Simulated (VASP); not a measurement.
Input of a VASP 6.6.1 run:

File INCAR:

```
ALGO = Normal ; EDIFF = 1E-7
ENCUT = 520 ; GGA = PE
ISIF = 2 ; ISMEAR = 0
LASPH = T ; LCHARG = F
LREAL = F ; LWAVE = F
NBANDS = 45 ; NELM = 80
PREC = Accurate ; SIGMA = 0.1
```

File KPOINTS:

```
k-points
0
Gamma
  8 8 8
```

POSCAR

```
SrHg3O4
1.0
    4.9407239531      0.0000000000      0.0000000000
    0.0000000000      4.9407239531      0.0000000000
    0.0000000000      0.0000000000      4.9407239531
Sr Hg O
1 3 4
Direct
    0.0000000000      0.0000000000      0.0000000000
    0.0000000000      0.5000000000      0.5000000000
    0.5000000000      0.0000000000      0.5000000000
    0.5000000000      0.5000000000      0.0000000000
    0.5000000000      0.0000000000      0.0000000000
    0.5000000000      0.5000000000      0.5000000000
    0.0000000000      0.0000000000      0.5000000000
    0.0000000000      0.5000000000      0.0000000000
```

Potentials or basis: VASP PAW PBE potentials, release 64 (Sr_sv, Hg, O).

The run is started by

```console
$ cat potpaw_PBE.64/Sr_sv/POTCAR potpaw_PBE.64/Hg/POTCAR potpaw_PBE.64/O/POTCAR > POTCAR
$ mpirun -np 1 vasp_std > vasp.out
```

Task: Predict the band gap on the k mesh.

Result: Zero (bands 35 and 36 overlap by 1.11 eV).

Task: What does it give for the pressure?

Result: 4.1 GPa.

Caveat: the cell stands under pressure; spin-orbit coupling is left out, which moves the levels of the heavy elements.
